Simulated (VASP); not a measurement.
# Ti5H in VASP: relaxation of the atoms with PBE

Aim: the relaxation of the atoms of Ti5H with PBE.

Everything below comes from runs of VASP 6.6.1. Logs are shortened: lines on timing, memory, paths and dates and some standing lists are left out, and cuts for length are marked.

### Step 1. The cell of the first run

The cell holds a slab with vacuum, 6 atoms: a = 2.938 Å, b = 2.938 Å, c = 24.712 Å, α = 90.00°, β = 90.00°, γ = 120.00°.

### Step 2. Relaxation of the atoms, PBE

The input, INCAR:

```
SYSTEM = Ti5H
  PREC = Accurate
  ENCUT = 520
  EDIFF = 1E-7
  ISMEAR = 0
  SIGMA = 0.1
  LREAL = .FALSE.
  LASPH = .TRUE.
  NELM = 100
  ALGO = Normal
  ISIF = 2
  LWAVE = .FALSE.
  LCHARG = .FALSE.
  LDIPOL = .TRUE.
  IDIPOL = 3
  DIPOL = 0.5 0.5 0.384
  GGA = PE
  IBRION = 2
  NSW = 50
  EDIFFG = -0.025
```

The input, KPOINTS:

```
Automatic mesh
0
G
  9 9 1
  0 0 0
```

The input, POSCAR:

```
Ti5H
1.0
    2.9381632086      0.0000000000      0.0000000000
   -1.4690816043      2.5445239791      0.0000000000
    0.0000000000      0.0000000000     24.7117068140
Ti H
5 1
Selective dynamics
Direct
    0.6666666667      0.3333333333      0.1618666015  F F F
    0.3333333333      0.6666666667      0.2559609806  F F F
    0.6666666667      0.3333333333      0.3506708119  F F F
    0.3333333333      0.6666666667      0.4475655916  F F F
    0.6666666667      0.3333333333      0.5346335206  T T T
    1.3333333333      0.6666666667      0.5531904765  F F T
```

Potentials or basis: VASP PAW PBE potentials, release 64 (Ti_sv, H).

The run is started by

```
$ cat potpaw_PBE.64/Ti_sv/POTCAR potpaw_PBE.64/H/POTCAR > POTCAR
$ mpirun -np 1 vasp_std > vasp.out
```

OUTCAR:

```text
SYSTEM = Ti5H
   PREC = Accurate
   ENCUT = 520
   EDIFF = 1E-7
   ISMEAR = 0
   LREAL = .FALSE.
   LASPH = .TRUE.
   NELM = 100
   ISIF = 2
   GGA = PE
   IBRION = 2
   NSW = 50
   EDIFFG = -0.025

 ion  position               nearest neighbor table
   1  0.667  0.333  0.162-   2 2.88   2 2.88   2 2.88
   2  0.333  0.667  0.256-   1 2.88   1 2.88   1 2.88   3 2.89   3 2.89   3 2.89
   3  0.667  0.333  0.351-   2 2.89   2 2.89   2 2.89
   4  0.333  0.667  0.448-   5 2.74   5 2.74   5 2.74
   5  0.667  0.333  0.535-   6 1.76   6 1.76   6 1.76   4 2.74   4 2.74   4 2.74
   6  0.333  0.667  0.553-   5 1.76   5 1.76   5 1.76

  LATTYP: Found a hexagonal cell.
 ALAT       =     2.9381632086
 C/A-ratio  =     8.4105970498

  Lattice vectors:

 A1 = (   2.9381632086,   0.0000000000,   0.0000000000)
 A2 = (  -1.4690816043,   2.5445239791,   0.0000000000)
 A3 = (   0.0000000000,   0.0000000000,  24.7117068140)

Analysis of symmetry for initial positions (statically):
=====================================================================
 Subroutine PRICEL returns:
 Original cell was already a primitive cell.

 Routine SETGRP: Setting up the symmetry group for a
 hexagonal supercell.

 Subroutine GETGRP returns: Found  6 space group operations
 (whereof  6 operations were pure point group operations)
 out of a pool of 24 trial point group operations.

The static configuration has the point symmetry C_3v.

Analysis of symmetry for dynamics (positions and initial velocities):
=====================================================================
 Subroutine PRICEL returns:
 Original cell was already a primitive cell.

 Routine SETGRP: Setting up the symmetry group for a
 hexagonal supercell.

 Subroutine GETGRP returns: Found  6 space group operations
 (whereof  6 operations were pure point group operations)
 out of a pool of 24 trial point group operations.

The dynamic configuration has the point symmetry C_3v.

Analysis of constrained symmetry for selective dynamics:
=====================================================================
 Subroutine PRICEL returns:
 Original cell was already a primitive cell.

 Routine SETGRP: Setting up the symmetry group for a
 hexagonal supercell.

 Subroutine GETGRP returns: Found  6 space group operations
 (whereof  6 operations were pure point group operations)
 out of a pool of 24 trial point group operations.

The constrained configuration has the point symmetry C_3v.

 Subroutine INISYM returns: Found  6 space group operations
 (whereof  6 operations are pure point group operations),
 and found     1 'primitive' translations

----------------------------------------------------------------------------------------

                                     Primitive cell

  volume of cell :     184.7503

  direct lattice vectors                    reciprocal lattice vectors
     2.938163209  0.000000000  0.000000000     0.340348690  0.196500408  0.000000000
    -1.469081604  2.544523979  0.000000000     0.000000000  0.393000816  0.000000000
     0.000000000  0.000000000 24.711706814     0.000000000  0.000000000  0.040466650

  length of vectors
     2.938163209  2.938163209 24.711706814     0.393000816  0.393000816  0.040466650

  position of ions in fractional coordinates (direct lattice)
     0.666666667  0.333333333  0.161866602
     0.333333333  0.666666667  0.255960981
     0.666666667  0.333333333  0.350670812
     0.333333333  0.666666667  0.447565592
     0.666666667  0.333333333  0.534633521
     0.333333333  0.666666667  0.553190476

  ion indices of the primitive-cell ions
   primitive index   ion index
                 1           1
                 2           2
                 3           3
                 4           4
                 5           5
                 6           6

----------------------------------------------------------------------------------------

 KPOINTS: Automatic mesh

Automatic generation of k-mesh.
 Grid dimensions read from file:
 generate k-points for:    9    9    1

 Generating k-lattice:

  Cartesian coordinates                     Fractional coordinates (reciprocal lattice)
     0.037816521  0.021833379  0.000000000     0.111111111  0.000000000  0.000000000
     0.000000000  0.043666757  0.000000000     0.000000000  0.111111111  0.000000000
     0.000000000  0.000000000  0.040466650     0.000000000  0.000000000  1.000000000

  Length of vectors
     0.043666757  0.043666757  0.040466650

  Shift w.r.t. Gamma in fractional coordinates (k-lattice)
     0.000000000  0.000000000  0.000000000

 Subroutine IBZKPT returns following result:
 ===========================================

 Found     12 irreducible k-points:

 Following reciprocal coordinates:
            Coordinates               Weight
  0.000000  0.000000  0.000000      1.000000
  0.111111 -0.000000  0.000000      6.000000
  0.222222 -0.000000  0.000000      6.000000
  0.333333 -0.000000  0.000000      6.000000
  0.444444 -0.000000  0.000000      6.000000
  0.111111  0.111111  0.000000      6.000000
  0.222222  0.111111  0.000000     12.000000
  0.333333  0.111111  0.000000     12.000000
  0.444444  0.111111  0.000000      6.000000
  0.222222  0.222222  0.000000      6.000000
  0.333333  0.222222  0.000000     12.000000
  0.333333  0.333333  0.000000      2.000000
   k-points           NKPTS =     12   k-points in BZ     NKDIM =     12   number of bands    NBANDS=     36
   number of dos      NEDOS =    301   number of ions     NIONS =      6
   total plane-waves  NPLWV = 110592
   dimension x,y,z NGX =    24 NGY =   24 NGZ =  192
   dimension x,y,z NGXF=    48 NGYF=   48 NGZF=  384
   ions per type =               5   1
   NGX,Y,Z   is equivalent  to a cutoff of  13.58, 13.58, 12.92 a.u.
   NGXF,Y,Z  is equivalent  to a cutoff of  27.16, 27.16, 25.83 a.u.
 SYSTEM =  Ti5H
   PREC   = accura    normal or accurate (medium, high low for compatibility)
   ISTART =      0    job   : 0-new  1-cont  2-samecut
   ICHARG =      2    charge: 1-file 2-atom 10-const
   ISPIN  =      1    spin polarized calculation?
   LNONCOLLINEAR =      F non collinear calculations
   LSORBIT =      F    spin-orbit coupling
   LASPH  =      T    aspherical Exc in radial PAW
   ENCUT  =  520.0 eV  38.22 Ry    6.18 a.u.   5.46  5.46 45.95*2*pi/ulx,y,z
   NELM   =    100;   NELMIN=  2; NELMDL= -5     # of ELM steps
   EDIFF  = 0.1E-06   stopping-criterion for ELM
   LREAL  =      F    real-space projection
   EDIFFG = -.3E-01   stopping-criterion for IOM
   NSW    =     50    number of steps for IOM
   IBRION =      2    ionic relax: 0-MD 1-quasi-New 2-CG
   NFREE  =      1    steps in history (QN), initial steepest desc. (CG)
   ISIF   =      2    stress and relaxation
   ISYM   =      2    0-nonsym 1-usesym 2-fastsym
   POTIM  = 0.5000    time-step for ionic-motion
   TEBEG  =    0.0;   TEEND  =   0.0 temperature during run
   PSTRESS=    0.0 pullay stress
   NELECT =      61.0000    total number of electrons
   NUPDOWN=      -1.0000    fix difference up-down
   EMIN   =  10.00;   EMAX   =-10.00  energy-range for DOS
   EFERMI =   0.00;   METHOD = LEGACY
   ISMEAR =     0;   SIGMA  =   0.10  broadening in eV -4-tet -1-fermi 0-gaus
   EFERMI_NEDOS =   21; number of points for ismear=-14 and -15
   IALGO  =     38    algorithm
   IMIX   =      4    mixing-type and parameters
     AMIX     =   0.40;   BMIX     =  1.00
     AMIX_MAG =   1.60;   BMIX_MAG =  1.00
  volume/ion in A,a.u.               =      30.79       207.79
  Fermi-wavevector in a.u.,A,eV,Ry     =   1.131505  2.138234 17.419579  1.280303
  Thomas-Fermi vector in A             =   2.268204
   LORBIT       =      0    0 simple, 1 ext, 2 COOP (PROOUT), +10 PAW based schemes
   GGA     = PE    functional components
   LHFCALC =     F    Hartree Fock is set to
   AEXX    =    0.0000 exact exchange contribution
   IVDW    =     0    specifies the selected vdW correction
   LEPSILON=     F    determine dielectric tensor
   LRPA    =     F    only Hartree local field effects (RPA)
 conjugate gradient relaxation of ions
 non-spin polarized calculation
 Gauss-broadening in eV      SIGMA  =   0.10
  energy-cutoff  :      520.00
  volume of cell :      184.75
 maximum number of plane-waves:      5059
 NGX is ok and might be reduce to    24
   NGX = 11   NGY = 11   NGZ = 91

--------------------------------------- Ionic step        1  -------------------------------------------

 number of electron      60.9999991 magnetization

 Free energy of the ion-electron system (eV)
  ---------------------------------------------------
  ext. energy  EPLUGINS =         0.00000000
  ---------------------------------------------------
  free energy    TOTEN  =       -41.36268949 eV

  energy without entropy =      -41.31721538  energy(sigma->0) =      -41.33995244

------------------------ aborting loop because EDIFF is reached ----------------------------------------

  FORCE on cell =-STRESS in cart. coord.  units (eV):
  Direction    XX          YY          ZZ          XY          YZ          ZX
  --------------------------------------------------------------------------------------
  -------------------------------------------------------------------------------------
  Total        1.2427794      1.2427794      0.1132325      0.0000000      0.0000000      0.0000000
  in kB       10.7775341     10.7775341      0.9819663      0.0000000      0.0000000      0.0000000
  external PRESSURE =       7.5123448 kB  Pullay stress =       0.0000000 kB
[... 229 lines left out ...]
 number of electron      60.9999990 magnetization

------------------------ aborting loop because EDIFF is reached ----------------------------------------

 vacuum level on the upper side and lower side of the slab       (xc-potential included)         0.085        -0.252

  FORCE on cell =-STRESS in cart. coord.  units (eV):
  Direction    XX          YY          ZZ          XY          YZ          ZX
  --------------------------------------------------------------------------------------
  -------------------------------------------------------------------------------------
  Total       -1.7525122     -1.7525122     -1.3733096      0.0000000      0.0000000      0.0000000
  in kB      -15.1979996    -15.1979996    -11.9095083      0.0000000      0.0000000      0.0000000
  external PRESSURE =     -14.1018358 kB  Pullay stress =       0.0000000 kB
[... 61 lines left out ...]
  FREE ENERGIE OF THE ION-ELECTRON SYSTEM (eV)
  ---------------------------------------------------
  free  energy   TOTEN  =       -41.8466167840 eV

  energy  without entropy=      -41.7992678639  energy(sigma->0) =      -41.82294232

 dipolmoment           0.000000      0.000000     -0.006380 electrons x Angstroem

--------------------------------------- Ionic step        9  -------------------------------------------

 number of electron      60.9999994 magnetization

 dipolmoment           0.000000      0.000000      0.008183 electrons x Angstroem

 Free energy of the ion-electron system (eV)
  ---------------------------------------------------
  ext. energy  EPLUGINS =         0.00000000
  ---------------------------------------------------
  free energy    TOTEN  =       -41.84719271 eV

  energy without entropy =      -41.79972524  energy(sigma->0) =      -41.82345897

 E-fermi :   1.7010     XC(G=0):  -6.3233

 val. band max:        1.6989550202   @ k =   0.3333   0.3333   0.0000
 cond. band min:       1.7137825427   @ k =   0.3333  -0.0000   0.0000
 fundamental gap:      0.0148275224
 Fermi energy:         1.7009561222

 k-point     1 :       0.0000    0.0000    0.0000
  band No.  band energies     occupation
      1     -55.2703      2.00000
      2     -55.2542      2.00000
      3     -55.1180      2.00000
      4     -55.0814      2.00000
      5     -55.0326      2.00000
      6     -31.7448      2.00000
[... 457 lines left out ...]
     35       1.7813      0.25595
     36       1.9745      0.00011

------------------------ aborting loop because EDIFF is reached ----------------------------------------

 vacuum level on the upper side and lower side of the slab       (xc-potential included)        -0.079        -0.312

  FORCE on cell =-STRESS in cart. coord.  units (eV):
  Direction    XX          YY          ZZ          XY          YZ          ZX
  --------------------------------------------------------------------------------------
  -------------------------------------------------------------------------------------
  Total       -1.8282796     -1.8282796     -1.5741053      0.0000000      0.0000000      0.0000000
  in kB      -15.8550637    -15.8550637    -13.6508334      0.0000000      0.0000000      0.0000000
  external PRESSURE =     -15.1203203 kB  Pullay stress =       0.0000000 kB
[... 21 lines left out ...]
  FREE ENERGIE OF THE ION-ELECTRON SYSTEM (eV)
  ---------------------------------------------------
  free  energy   TOTEN  =       -41.8471927078 eV

  energy  without entropy=      -41.7997252406  energy(sigma->0) =      -41.82345897

 reached required accuracy - stopping structural energy minimisation

 vacuum level on the upper side and lower side of the slab         6.183         5.939
```

Wall time 24 min (1 thread of Intel Xeon 8259CL, shared host); peak memory 0.33 GiB.

Results:

* Free energy: -41.8472 eV
* Energy gained by relaxing: 80.8 meV/atom
* Ionic steps: 9
* Band gap on the k mesh: zero (an odd number of electrons rules out a gap without spin polarisation)

Step by step:
```
step  energy change (eV)  largest force on free atoms (eV/Å)  pressure (GPa)
   1              0.0000                              1.3127            0.75
   2             -0.1014                              1.2439            0.67
   3             -0.2511                              0.9846            0.49
   4             -0.3463                              0.8035            0.00
   5             -0.4711                              0.4884           -1.37
   6             -0.4826                              0.1179           -1.42
   7             -0.4836                              0.0510           -1.41
   8             -0.4839                              0.0396           -1.44
   9             -0.4845                              0.0095           -1.51
```

Final structure:
```
CELL_PARAMETERS angstrom
2.93816 0.00000 0.00000
-1.46908 2.54452 0.00000
0.00000 0.00000 24.71171
ATOMIC_POSITIONS crystal
Ti 0.66667 0.33333 0.16187
Ti 0.33333 0.66667 0.25596
Ti 0.66667 0.33333 0.35067
Ti 0.33333 0.66667 0.44757
Ti 0.66667 0.33333 0.53865
H 0.33333 0.66667 0.57930
```

Levels at points of the mesh, in eV from the Fermi level:
| k point | band 26 | band 27 | band 28 | band 29 | band 30 | band 31 | band 32 | band 33 | band 34 | band 35 |
| --- | --- | --- | --- | --- | --- | --- | --- | --- | --- | --- |
| (0.00, 0.00, 0.00) | -1.22 | -0.13 | 0.09 | 0.39 | 0.56 | 0.62 | 0.62 | 0.70 | 0.70 | 0.74 |
